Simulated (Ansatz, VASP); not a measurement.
# Two plane-wave programs on Sb

```
Sb
1.0
     3.35453    0.00000    0.00000
    -1.67727    2.90511    0.00000
     0.00000    0.00000    5.47016
Sb
2
Direct
  0.66667 0.33333 0.75000
  0.33333 0.66667 0.25000
```

Alike in both runs: task single point; functional B3LYP; k mesh 5 × 5 × 3; occupations fermi-dirac, width 0.05 eV; no spin polarisation.

```csv
,VASP,Ansatz
version,VASP 6.6.1,Ansatz 0.2.0
potentials or method,"VASP PAW PBE potentials, release 64 (Sb)",Ansatz PAW
plane-wave cutoff (eV),520,420
valence electrons in the cell,10,30
```

Ansatz gave:

```
gap on the k mesh at the Fermi level (eV)                     : none
pressure (GPa)                                                : 3.3
traceless stress, the component that is largest in VASP (GPa) : 3.60
```

Task: Which values does VASP return?

Result: gap on the k mesh at the Fermi level (eV): none; pressure (GPa): 2.7; traceless stress, the component that is largest in VASP (GPa): 3.62.

VASP's potentials were made for PBE, not for B3LYP. A gap of «none» marks a metal or a gap that the smearing closes. With one functional, cell and mesh, what is left measures potentials, basis and numerics. VASP's potentials hold 10 valence electrons a cell and Ansatz's 30, so a difference there can come from the potentials and not from the codes.

The k mesh is coarse, so the values compare programs but aren't converged. Spin-orbit coupling is off throughout.
